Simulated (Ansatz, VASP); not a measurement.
HC8: VASP beside Ansatz

```xyz
9
Lattice="4.9313 0.0000 0.0000 -2.4657 4.2706 0.0000 0.0000 0.0000 17.0000" Properties=species:S:1:pos:R:3 pbc="T T T"
C     1.2328    0.7118    4.0000
C     0.0000    2.8471    4.0000
C     3.6985    0.7118    4.0000
C     2.4657    2.8471    4.0000
C     0.0000    1.4235    4.0000
C    -1.2328    3.5589    4.0000
C     2.4657    1.4235    4.0000
C     1.2328    3.5589    4.0000
H     2.4657    0.7118    4.9000
```

Alike in both runs: task single point; functional PBE; dispersion D3(BJ); k mesh 6 × 6 × 1; occupations gaussian, width 0.1 eV; collinear spin.

|  | VASP | Ansatz |
| --- | --- | --- |
| version | VASP 6.6.1 | Ansatz 0.2.0 |
| potentials or method | VASP PAW PBE potentials, release 64 (C, H), cutoff 520 eV | scalar-relativistic, plane waves, PAW |
| valence electrons in the cell | 33 | 33 |

```tsv
	VASP	Ansatz	Ansatz less VASP
gap on the k mesh at the Fermi level (eV)	none	none	-
rms of the force components (eV/Å)	1.095	1.091	-0.0040
net moment per atom (μB)	0.00	0.00	0.000
```

Atom by atom the forces differ by 0.012 eV/Å (rms over components). A gap of «none» marks a metal or a gap that the smearing closes. Ansatz's warnings: seeded moment not kept.
